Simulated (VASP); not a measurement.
Write the native input for VASP 6.6.1 that does the following.

- Task: relaxation of cell and atoms
- Functional: PBE
- Potentials or basis: VASP PAW PBE potentials, release 64 (Pt)
- Cutoff: 600 eV
- k mesh: 17 × 17 × 17
- Occupations: fermi-dirac, width 0.1 eV
- Spin: no spin polarisation
- Target pressure: 41 GPa
- Dipole correction: no
- Further INCAR settings: ALGO = Normal; EDIFF = 1e-06; IBRION = 2; EDIFFG = -0.005; NSW = 32; ISIF = 3

The structure of Pt lies in POSCAR:

```
Pt
1.0
   -2.4061731932      2.4061731932      1.2918570179
    2.4061731932     -2.4061731932      1.2918570179
    2.4061731932      2.4061731932     -1.2918570179
Pt
2
Direct
   -0.3750000000     -0.1250000000     -0.2500000000
    0.3750000000      0.1250000000      0.2500000000
```

These files were run (other wordings do the same):

INCAR

```
SYSTEM = Pt
PREC = Accurate ; ENCUT = 600
EDIFF = 1E-6 ; ISMEAR = -1
SIGMA = 0.1 ; LREAL = .False.
LASPH = .True. ; NELM = 60
ALGO = Normal ; ISIF = 3
LWAVE = .False. ; LCHARG = .False.
GGA = PE ; IBRION = 2
NSW = 32 ; EDIFFG = -0.005
PSTRESS = 410.0
```

KPOINTS

```
Automatic mesh
0
Gamma
  17 17 17
  0 0 0
```

Potentials or basis: VASP PAW PBE potentials, release 64 (Pt).

Launch:

```sh
$ cat potpaw_PBE.64/Pt/POTCAR > POTCAR
$ mpirun -np 1 vasp_std > vasp.out
```

It gave:

```
Relaxed volume                                             : 14.93 Å³/atom
Relaxed cell                                               : a = 3.638 Å, b = 3.638 Å, c = 3.638 Å, α = 97.24°, β = 97.24°, γ = 138.42°
Space group after relaxing (to 0.1 Å)                      : I4_1/amd (No. 141)
Energy change on relaxing (the run minimises the enthalpy) : +6.5 meV/atom
Ionic steps                                                : 4
Pressure after relaxing                                    : 41.0 GPa
Band gap on the k mesh                                     : zero (bands 10 and 11 overlap by 2.23 eV)
```

Caveat: the cell is relaxed towards a set pressure, so the run minimises the enthalpy, not the energy; spin-orbit coupling is left out, which moves the levels of the heavy elements.

Wall time 3.1 min on 1 thread of Intel(R) Xeon(R) 6975P-C (Granite Rapids) (shared host), peak memory 0.33 GiB.
